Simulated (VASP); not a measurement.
# CsW3 (Fm-3m) in VASP: single point with PBE

Aim: the single point of CsW3 with PBE.

All numbers are computed with VASP 6.6.1; they aren't measurements. Logs are shortened: lines on timing, memory, paths and dates and some standing lists are left out, and cuts for length are marked.

## 1. The cell of the first run

Symmetry: Fm-3m, No. 225, cubic system. The conventional cell has a = 6.714 Å, b = 6.714 Å, c = 6.714 Å, α = 90.00°, β = 90.00°, γ = 90.00°. Within 3.8 Å of Cs (site symmetry m-3m) lie 14 W at 2.91 to 3.36 Å. Within 3.8 Å of W (site symmetry -43m) lie 4 Cs at 2.91 Å and 10 W at 2.91 to 3.36 Å. Within 3.8 Å of W (site symmetry m-3m) lie 8 W at 2.91 Å and 6 Cs at 3.36 Å.

## 2. Single point, PBE

INCAR

```
SYSTEM = CsW3
ALGO = Normal
EDIFF = 1E-6
ENCUT = 520
GGA = PE
ISIF = 2
ISMEAR = 0
LASPH = .TRUE.
LCHARG = .FALSE.
LREAL = .FALSE.
LWAVE = .FALSE.
NBANDS = 34
NELM = 100
PREC = Accurate
SIGMA = 0.1
```

KPOINTS

```
k-points
0
G
  12 12 12
  0 0 0
```

POSCAR

```
CsW3
1.0
    0.0000000000      3.3570578658      3.3570578658
    3.3570578658      0.0000000000      3.3570578658
    3.3570578658      3.3570578658      0.0000000000
Cs W
1 3
Direct
    0.5000000000      0.5000000000      0.5000000000
    0.2500000000      0.2500000000      0.2500000000
    0.7500000000      0.7500000000      0.7500000000
    0.0000000000      0.0000000000      0.0000000000
```

Potentials or basis: VASP PAW PBE potentials, release 64 (Cs_sv, W_sv).

On the command line:

```sh
$ cat potpaw_PBE.64/Cs_sv/POTCAR potpaw_PBE.64/W_sv/POTCAR > POTCAR
$ mpirun -np 1 vasp_std > vasp.out
```

OUTCAR:

```text
SYSTEM = CsW3
   EDIFF = 1E-6
   ENCUT = 520
   GGA = PE
   ISIF = 2
   ISMEAR = 0
   LASPH = .TRUE.
   LREAL = .FALSE.
   NELM = 100
   PREC = Accurate

 ion  position               nearest neighbor table
   1  0.500  0.500  0.500-   2 2.91   2 2.91   2 2.91   2 2.91   3 2.91   3 2.91   3 2.91   3 2.91

   2  0.250  0.250  0.250-   4 2.91   4 2.91   4 2.91   1 2.91   4 2.91   1 2.91   1 2.91   1 2.91
                             3 3.36   3 3.36   3 3.36   3 3.36   3 3.36   3 3.36
   3  0.750  0.750  0.750-   1 2.91   1 2.91   1 2.91   1 2.91   4 2.91   4 2.91   4 2.91   4 2.91
                             2 3.36   2 3.36   2 3.36   2 3.36   2 3.36   2 3.36
   4  0.000  0.000  0.000-   3 2.91   3 2.91   3 2.91   2 2.91   3 2.91   2 2.91   2 2.91   2 2.91

  LATTYP: Found a face centered cubic cell.
 ALAT       =     6.7141157316

  Lattice vectors:

 A1 = (   0.0000000000,   3.3570578658,   3.3570578658)
 A2 = (   3.3570578658,   0.0000000000,   3.3570578658)
 A3 = (   3.3570578658,   3.3570578658,   0.0000000000)

Analysis of symmetry for initial positions (statically):
=====================================================================
 Subroutine PRICEL returns:
 Original cell was already a primitive cell.

 Routine SETGRP: Setting up the symmetry group for a
 face centered cubic supercell.

 Subroutine GETGRP returns: Found 48 space group operations
 (whereof 48 operations were pure point group operations)
 out of a pool of 48 trial point group operations.

The static configuration has the point symmetry O_h .

Analysis of symmetry for dynamics (positions and initial velocities):
=====================================================================
 Subroutine PRICEL returns:
 Original cell was already a primitive cell.

 Routine SETGRP: Setting up the symmetry group for a
 face centered cubic supercell.

 Subroutine GETGRP returns: Found 48 space group operations
 (whereof 48 operations were pure point group operations)
 out of a pool of 48 trial point group operations.

The dynamic configuration has the point symmetry O_h .

 Subroutine INISYM returns: Found 48 space group operations
 (whereof 48 operations are pure point group operations),
 and found     1 'primitive' translations

----------------------------------------------------------------------------------------

                                     Primitive cell

  volume of cell :      75.6670

  direct lattice vectors                    reciprocal lattice vectors
     0.000000000  3.357057866  3.357057866    -0.148939941  0.148939941  0.148939941
     3.357057866  0.000000000  3.357057866     0.148939941 -0.148939941  0.148939941
     3.357057866  3.357057866  0.000000000     0.148939941  0.148939941 -0.148939941

  length of vectors
     4.747596763  4.747596763  4.747596763     0.257971545  0.257971545  0.257971545

  position of ions in fractional coordinates (direct lattice)
     0.500000000  0.500000000  0.500000000
     0.250000000  0.250000000  0.250000000
     0.750000000  0.750000000  0.750000000
     0.000000000  0.000000000  0.000000000

  ion indices of the primitive-cell ions
   primitive index   ion index
                 1           1
                 2           2
                 3           3
                 4           4

----------------------------------------------------------------------------------------

 KPOINTS: k-points

Automatic generation of k-mesh.
 Grid dimensions read from file:
 generate k-points for:   12   12   12

 Generating k-lattice:

  Cartesian coordinates                     Fractional coordinates (reciprocal lattice)
    -0.012411662  0.012411662  0.012411662     0.083333333  0.000000000  0.000000000
     0.012411662 -0.012411662  0.012411662     0.000000000  0.083333333  0.000000000
     0.012411662  0.012411662 -0.012411662     0.000000000  0.000000000  0.083333333

  Length of vectors
     0.021497629  0.021497629  0.021497629

  Shift w.r.t. Gamma in fractional coordinates (k-lattice)
     0.000000000  0.000000000  0.000000000

 Subroutine IBZKPT returns following result:
 ===========================================

 Found     72 irreducible k-points:

 Following reciprocal coordinates:
            Coordinates               Weight
  0.000000  0.000000  0.000000      1.000000
  0.083333  0.000000  0.000000      8.000000
  0.166667  0.000000  0.000000      8.000000
  0.250000  0.000000  0.000000      8.000000
  0.333333  0.000000  0.000000      8.000000
  0.416667  0.000000  0.000000      8.000000
[... 16 lines left out ...]
  0.500000  0.166667  0.000000     24.000000
 -0.416667  0.166667  0.000000     24.000000
 [... further k-points ...]
   k-points           NKPTS =     72   k-points in BZ     NKDIM =     72   number of bands    NBANDS=     34
   number of dos      NEDOS =    301   number of ions     NIONS =      4
   total plane-waves  NPLWV =  46656
   dimension x,y,z NGX =    36 NGY =   36 NGZ =   36
   dimension x,y,z NGXF=    72 NGYF=   72 NGZF=   72
   ions per type =               1   3
   NGX,Y,Z   is equivalent  to a cutoff of  12.61, 12.61, 12.61 a.u.
   NGXF,Y,Z  is equivalent  to a cutoff of  25.21, 25.21, 25.21 a.u.
 SYSTEM =  CsW3
   PREC   = accura    normal or accurate (medium, high low for compatibility)
   ISTART =      0    job   : 0-new  1-cont  2-samecut
   ICHARG =      2    charge: 1-file 2-atom 10-const
   ISPIN  =      1    spin polarized calculation?
   LNONCOLLINEAR =      F non collinear calculations
   LSORBIT =      F    spin-orbit coupling
   LASPH  =      T    aspherical Exc in radial PAW
   ENCUT  =  520.0 eV  38.22 Ry    6.18 a.u.   8.83  8.83  8.83*2*pi/ulx,y,z
   NELM   =    100;   NELMIN=  2; NELMDL= -5     # of ELM steps
   EDIFF  = 0.1E-05   stopping-criterion for ELM
   LREAL  =      F    real-space projection
   EDIFFG = 0.1E-04   stopping-criterion for IOM
   NSW    =      0    number of steps for IOM
   IBRION =     -1    ionic relax: 0-MD 1-quasi-New 2-CG
   NFREE  =      0    steps in history (QN), initial steepest desc. (CG)
   ISIF   =      2    stress and relaxation
   ISYM   =      2    0-nonsym 1-usesym 2-fastsym
   POTIM  = 0.5000    time-step for ionic-motion
   TEBEG  =    0.0;   TEEND  =   0.0 temperature during run
   PSTRESS=    0.0 pullay stress
   NELECT =      51.0000    total number of electrons
   NUPDOWN=      -1.0000    fix difference up-down
   EMIN   =  10.00;   EMAX   =-10.00  energy-range for DOS
   EFERMI =   0.00;   METHOD = LEGACY
   ISMEAR =     0;   SIGMA  =   0.10  broadening in eV -4-tet -1-fermi 0-gaus
   EFERMI_NEDOS =   21; number of points for ismear=-14 and -15
   IALGO  =     38    algorithm
   IMIX   =      4    mixing-type and parameters
     AMIX     =   0.40;   BMIX     =  1.00
     AMIX_MAG =   1.60;   BMIX_MAG =  1.00
  volume/ion in A,a.u.               =      18.92       127.66
  Fermi-wavevector in a.u.,A,eV,Ry     =   1.435366  2.712449 28.031760  2.060276
  Thomas-Fermi vector in A             =   2.554673
   LORBIT       =      0    0 simple, 1 ext, 2 COOP (PROOUT), +10 PAW based schemes
   GGA     = PE    functional components
   LHFCALC =     F    Hartree Fock is set to
   AEXX    =    0.0000 exact exchange contribution
   IVDW    =     0    specifies the selected vdW correction
   LEPSILON=     F    determine dielectric tensor
   LRPA    =     F    only Hartree local field effects (RPA)
 non-spin polarized calculation
 Gauss-broadening in eV      SIGMA  =   0.10
  energy-cutoff  :      520.00
  volume of cell :       75.67
 maximum number of plane-waves:      2085
   NGX = 17   NGY = 17   NGZ = 17

 number of electron      50.9999999 magnetization

 Free energy of the ion-electron system (eV)
  ---------------------------------------------------
  ext. energy  EPLUGINS =         0.00000000
  ---------------------------------------------------
  free energy    TOTEN  =       -30.98081837 eV

  energy without entropy =      -30.96177031  energy(sigma->0) =      -30.97129434

 E-fermi :   8.8419     XC(G=0): -12.6747

 val. band max:        8.8343546914   @ k =  -0.4167   0.4167   0.0000
 cond. band min:       8.8481460185   @ k =  -0.3333   0.3333   0.0833
 fundamental gap:      0.0137913271
 Fermi energy:         8.8419291910

 k-point     1 :       0.0000    0.0000    0.0000
  band No.  band energies     occupation
      1     -65.0644      2.00000
      2     -65.0372      2.00000
      3     -64.9580      2.00000
      4     -29.3545      2.00000
      5     -29.3545      2.00000
      6     -29.3545      2.00000
[... 26 lines left out ...]
     33      13.6638      0.00000
     34      15.4316      0.00000

 k-point     2 :       0.0833    0.0000    0.0000
  band No.  band energies     occupation
      1     -65.0635      2.00000
      2     -65.0373      2.00000
      3     -64.9587      2.00000
      4     -29.3688      2.00000
      5     -29.3623      2.00000
      6     -29.3623      2.00000
[... 26 lines left out ...]
     33      13.7769      0.00000
     34      14.7770      0.00000

 k-point     3 :       0.1667    0.0000    0.0000
  band No.  band energies     occupation
      1     -65.0611      2.00000
      2     -65.0379      2.00000
      3     -64.9605      2.00000
      4     -29.3871      2.00000
      5     -29.3782      2.00000
      6     -29.3782      2.00000
[... 26 lines left out ...]
     33      13.0383      0.00000
     34      14.8172      0.00000

 k-point     4 :       0.2500    0.0000    0.0000
  band No.  band energies     occupation
      1     -65.0575      2.00000
      2     -65.0388      2.00000
      3     -64.9633      2.00000
      4     -29.3955      2.00000
      5     -29.3947      2.00000
      6     -29.3947      2.00000
[... 26 lines left out ...]
     33      11.8521      0.00000
     34      14.4459      0.00000

 k-point     5 :       0.3333    0.0000    0.0000
  band No.  band energies     occupation
      1     -65.0533      2.00000
      2     -65.0400      2.00000
      3     -64.9662      2.00000
      4     -29.4081      2.00000
      5     -29.4081      2.00000
      6     -29.3929      2.00000
[... 621 lines left out ...]
 k-point    22 :       0.4167    0.1667    0.0000
  band No.  band energies     occupation
      1     -65.0501      2.00000
      2     -65.0407      2.00000
      3     -64.9688      2.00000
      4     -29.4436      2.00000
      5     -29.4322      2.00000
      6     -29.3729      2.00000
[... 26 lines left out ...]
     33      12.1705      0.00000
     34      13.1661      0.00000

 k-point    23 :       0.5000    0.1667    0.0000
  band No.  band energies     occupation
      1     -65.0470      2.00000
      2     -65.0421      2.00000
      3     -64.9705      2.00000
      4     -29.4432      2.00000
      5     -29.4313      2.00000
      6     -29.3774      2.00000
[... 26 lines left out ...]
     33      12.6399      0.00000
     34      13.7166      0.00000

 k-point    24 :      -0.4167    0.1667    0.0000
  band No.  band energies     occupation
      1     -65.0463      2.00000
      2     -65.0425      2.00000
      3     -64.9707      2.00000
      4     -29.4361      2.00000
      5     -29.4302      2.00000
      6     -29.3838      2.00000
[... 26 lines left out ...]
     33      12.6858      0.00000
     34      13.4803      0.00000

 [... further k-points ...]

------------------------ aborting loop because EDIFF is reached ----------------------------------------

  FORCE on cell =-STRESS in cart. coord.  units (eV):
  Direction    XX          YY          ZZ          XY          YZ          ZX
  --------------------------------------------------------------------------------------
  -------------------------------------------------------------------------------------
  Total        0.9296721      0.9296721      0.9296721      0.0000000      0.0000000     -0.0000000
  in kB       19.6849307     19.6849307     19.6849307      0.0000000      0.0000000     -0.0000000
  external PRESSURE =      19.6849307 kB  Pullay stress =       0.0000000 kB

 VOLUME and BASIS-vectors are now :
 -----------------------------------------------------------------------------
  energy-cutoff  :      520.00
  volume of cell :       75.67
      direct lattice vectors                 reciprocal lattice vectors
     0.000000000  3.357057866  3.357057866    -0.148939941  0.148939941  0.148939941
     3.357057866  0.000000000  3.357057866     0.148939941 -0.148939941  0.148939941
     3.357057866  3.357057866  0.000000000     0.148939941  0.148939941 -0.148939941

 POSITION                                       TOTAL-FORCE (eV/Angst)
 -----------------------------------------------------------------------------------
      3.35706      3.35706      3.35706        -0.000000     -0.000000     -0.000000
      1.67853      1.67853      1.67853        -0.000000     -0.000000     -0.000000
      5.03559      5.03559      5.03559         0.000000      0.000000      0.000000
      0.00000      0.00000      0.00000        -0.000000     -0.000000     -0.000000
 -----------------------------------------------------------------------------------
    total drift:                                0.000000      0.000000      0.000000

  FREE ENERGIE OF THE ION-ELECTRON SYSTEM (eV)
  ---------------------------------------------------
  free  energy   TOTEN  =       -30.9808183737 eV

  energy  without entropy=      -30.9617703085  energy(sigma->0) =      -30.97129434
```

Run time: 4.9 min. Hardware: 1 thread of AMD EPYC 7R43 (Zen 3), shared host; peak memory 0.27 GiB.

What came out:

```yaml
Free_energy: -30.9808 eV
Pressure: 2.0 GPa
```

Levels at points of the mesh, in eV from the Fermi level:
| k point | band 22 | band 23 | band 24 | band 25 | band 26 | band 27 | band 28 | band 29 |
| --- | --- | --- | --- | --- | --- | --- | --- | --- |
| (0.00, 0.00, 0.00) | -1.78 | 0.18 | 0.18 | 0.18 | 0.55 | 0.55 | 0.55 | 2.27 |
| (0.50, 0.00, 0.00) | -1.99 | -1.62 | -1.01 | -1.01 | -0.27 | -0.27 | -0.02 | 2.07 |
| (0.50, 0.50, 0.00) | -1.29 | -0.84 | -0.51 | -0.28 | -0.28 | 1.19 | 1.77 | 1.78 |

Caveat: spin-orbit coupling is left out, which moves the levels of the heavy elements.
